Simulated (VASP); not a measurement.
Wanted: the native input for a VASP 6.6.1 run.

| Item | Value |
| --- | --- |
| Task | single point |
| Functional | r2SCAN |
| Potentials or basis | VASP PAW PBE potentials, release 64 (W_sv, S) |
| Cutoff | 520 eV |
| k mesh | 12 × 12 × 2 |
| Occupations | gaussian, width 0.01 eV |
| Spin | no spin polarisation |
| Dipole correction | no |
| Further INCAR settings | ALGO = Normal; EDIFF = 1e-06; NBANDS = 35 |

WS2 (Tungstenite):

```
W S
1.0
     3.16994    0.00000    0.00000
    -1.58497    2.74525    0.00000
     0.00000    0.00000   12.49112
W S
2 4
Direct
  0.33333 0.66667 0.25000
  0.66667 0.33333 0.75000
  0.33333 0.66667 0.62489
  0.66667 0.33333 0.12489
  0.33333 0.66667 0.87511
  0.66667 0.33333 0.37511
```

These files were run (other wordings do the same):

POSCAR

```
WS2
1.0
    3.1699447112      0.0000000000      0.0000000000
   -1.5849723556      2.7452526485      0.0000000000
    0.0000000000      0.0000000000     12.4911159094
W S
2 4
Direct
    0.3333333333      0.6666666667      0.2500000000
    0.6666666667      0.3333333333      0.7500000000
    0.3333333333      0.6666666667      0.6248924636
    0.6666666667      0.3333333333      0.1248924636
    0.3333333333      0.6666666667      0.8751075364
    0.6666666667      0.3333333333      0.3751075364
```

INCAR.step1

```
SYSTEM = WS2
ALGO = Normal
EDIFF = 1E-4
ENCUT = 520
GGA = PE
ISMEAR = 0
LASPH = .TRUE.
LCHARG = .FALSE.
LREAL = .FALSE.
LWAVE = .TRUE.
NBANDS = 35
NELM = 100
PREC = Accurate
SIGMA = 0.01
```

INCAR.step2

```
SYSTEM = WS2
ALGO = Normal
EDIFF = 1E-6
ENCUT = 520
ISIF = 2
ISMEAR = 0
ISTART = 1
LASPH = .TRUE.
LCHARG = .FALSE.
LMIXTAU = .TRUE.
LREAL = .FALSE.
LWAVE = .FALSE.
METAGGA = R2SCAN
NBANDS = 35
NELM = 100
PREC = Accurate
SIGMA = 0.01
```

KPOINTS

```
k-points
0
G
  12 12 2
  0 0 0
```

Potentials or basis: VASP PAW PBE potentials, release 64 (W_sv, S).

Run with:

```sh
$ cat potpaw_PBE.64/W_sv/POTCAR potpaw_PBE.64/S/POTCAR > POTCAR
$ cp INCAR.step1 INCAR
$ mpirun -np 1 vasp_std > vasp.out
$ cp INCAR.step2 INCAR
$ mpirun -np 1 vasp_std > vasp.out
```

It gave:

```yaml
Pressure: 1.4 GPa
Largest_force: 0.030 eV/Å
Band_gap_on_the_k_mesh: 1.17 eV, indirect (least direct gap 1.90 eV)
```

Caveat: the PAW data sets were made with another functional, which shifts forces and pressure a little; spin-orbit coupling is left out, which moves the levels of the heavy elements.

It took 9.8 min on 1 thread of Intel Xeon 8259CL (shared host), peak memory 0.31 GiB.
